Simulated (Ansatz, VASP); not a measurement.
## Two plane-wave programs on TaN

```
Ta N
1.0
     7.76751    4.48457    0.00000
    -7.76751    4.48457    0.00000
     0.00000    0.00000    8.68764
Ta N
27 27
Direct
  0.00000 0.00000 0.00000
  0.33333 0.66667 0.00000
  0.66667 0.33333 0.00000
  0.00000 0.66667 0.16667
  0.33333 0.33333 0.16667
  0.66667 0.00000 0.16667
  0.00000 0.33333 0.16667
  0.33333 0.00000 0.16667
  0.66667 0.66667 0.16667
  0.00000 0.00000 0.33333
  0.33333 0.66667 0.33333
  0.66667 0.33333 0.33333
  0.00000 0.66667 0.50000
  0.33333 0.33333 0.50000
  0.66667 0.00000 0.50000
  0.00000 0.33333 0.50000
  0.33333 0.00000 0.50000
  0.66667 0.66667 0.50000
  0.00000 0.00000 0.66667
  0.33333 0.66667 0.66667
  0.66667 0.33333 0.66667
  0.00000 0.66667 0.83333
  0.33333 0.33333 0.83333
  0.66667 0.00000 0.83333
  0.00000 0.33333 0.83333
  0.33333 0.00000 0.83333
  0.66667 0.66667 0.83333
  0.13114 0.86886 0.00000
  0.46447 0.53553 0.00000
  0.79780 0.20220 0.00000
  0.07106 0.53553 0.00000
  0.40439 0.20220 0.00000
  0.73772 0.86886 0.00000
  0.13114 0.26228 0.00000
  0.46447 0.92894 0.00000
  0.79780 0.59561 0.00000
  0.13114 0.86886 0.33333
  0.46447 0.53553 0.33333
  0.79780 0.20220 0.33333
  0.07106 0.53553 0.33333
  0.40439 0.20220 0.33333
  0.73772 0.86886 0.33333
  0.13114 0.26228 0.33333
  0.46447 0.92894 0.33333
  0.79780 0.59561 0.33333
  0.13114 0.86886 0.66667
  0.46447 0.53553 0.66667
  0.79780 0.20220 0.66667
  0.07106 0.53553 0.66667
  0.40439 0.20220 0.66667
  0.73772 0.86886 0.66667
  0.13114 0.26228 0.66667
  0.46447 0.92894 0.66667
  0.79780 0.59561 0.66667
```

Alike in both runs: task single point; functional PBEsol; k mesh 2 × 2 × 2; occupations methfessel-paxton of order 1, width 0.1 eV; no spin polarisation.

```csv
,VASP,Ansatz
version,VASP 6.6.1,Ansatz 0.2.0
potentials or method,"VASP PAW PBE potentials, release 64 (Ta_pv, N), cutoff 520 eV",plane-wave PAW DFT
valence electrons in the cell,432,486
```

Ansatz gave:

| Quantity | Value |
| --- | --- |
| rms of the force components (eV/Å) | 0.015 |

Q: Estimate VASP's values.

A: rms of the force components (eV/Å): 0.017.

VASP's potentials were made for PBE, not for PBEsol, and Ansatz warns of the same on its side. With one functional, cell and mesh, what is left measures potentials, basis and numerics. VASP's potentials hold 432 valence electrons a cell and Ansatz's 486, so a difference there can come from the potentials and not from the codes.

The k mesh is coarse, so the values compare programs but aren't converged. Spin-orbit coupling is off throughout.
